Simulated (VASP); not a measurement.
BC5:

```xyz
6
Lattice="4.6939 0.0000 0.0000 -2.3469 4.0650 0.0000 0.0000 0.0000 3.9222" Properties=species:S:1:pos:R:3 pbc="T T T"
B     0.0000    0.0000    0.0000
C     2.3469    0.0000    1.9611
C     1.1735    2.0325    1.9611
C    -1.1735    2.0325    1.9611
C     0.0000    2.7100    0.0000
C     2.3469    1.3550    0.0000
```

```yaml
Program: VASP 6.6.1
Task: relaxation of cell and atoms
Functional: PBE
Potentials_or_basis: VASP PAW PBE potentials, release 64 (B, C)
Cutoff: 600 eV
k_mesh: 6 × 6 × 4
Occupations: gaussian, width 0.1 eV
Spin: no spin polarisation
```

At the start: pressure -25.8 GPa; volume 12.47 Å³/atom.

Q: Where does the relaxation end?

A: Over 29 steps the energy falls by 1927.6 meV/atom and the volume is 8.00 Å³/atom (-35.9 %); space group P6/mmm (No. 191, to 0.05 Å).

The path:
```
step  energy change (eV)  largest force (eV/Å)  pressure (GPa)  volume (Å³)
   1              0.0000                0.0000          -25.77        74.84
   2             -3.0080                0.0000          -19.56        55.14
   3             -3.7707                0.0000           -4.59        46.44
   4             -3.8023                0.0000            2.26        44.12
   5             -3.8039                0.0000            0.58        44.63
   6             -4.5711                0.0000            0.58        43.15
   7             -5.9845                0.0000            7.38        40.12
   8             -7.7197                0.0000           72.01        33.03
   9             -5.8679                0.0000          155.72        29.50
  10             -7.6465                0.0000           82.87        32.42
  11             -7.5380                0.0000           90.80        31.97
  12             -7.5788                0.0000           92.12        31.95
  13             -7.6509                0.0000           96.62        31.87
  14             -7.7253                0.0000          109.01        31.67
  15             -7.9044                0.0000          105.53        31.93
  16             -8.3961                0.0000           95.41        32.74
  17             -9.2107                0.0000           76.44        34.37
  18            -10.3594                0.0000           48.33        37.73
  19            -11.3359                0.0000           15.54        44.86
  20            -11.3677                0.0000           12.09        46.11
  21            -11.3715                0.0000           11.23        46.47
  22            -11.4651                0.0000            8.33        46.73
  23            -11.5431                0.0000            3.57        47.12
  24            -11.5573                0.0000            2.87        47.30
  25            -11.5501                0.0000           -1.10        47.66
  26            -11.5620                0.0000            1.67        47.44
  27            -11.5621                0.0000            1.45        47.45
  28            -11.5634                0.0000            1.08        47.59
  29            -11.5654                0.0000            0.03        47.99
```

Final structure:
```yaml
crystal:
  lattice:
    - [3.07275, 0.00000, 0.00000]
    - [-1.53638, 2.66108, 0.00000]
    - [0.00000, 0.00000, 5.86868]
  atoms:
    - { symbol: B, position: [0.00000, 0.00000, 0.00000] }
    - { symbol: C, position: [0.50000, 0.00000, 0.50000] }
    - { symbol: C, position: [0.50000, 0.50000, 0.50000] }
    - { symbol: C, position: [0.00000, 0.50000, 0.50000] }
    - { symbol: C, position: [0.33333, 0.66667, 0.00000] }
    - { symbol: C, position: [0.66667, 0.33333, 0.00000] }
```

Caveat: the k points lie up to 0.39 Å⁻¹ apart in the final cell; the volume moved by over 15 % at a fixed basis, so the end points are rough.
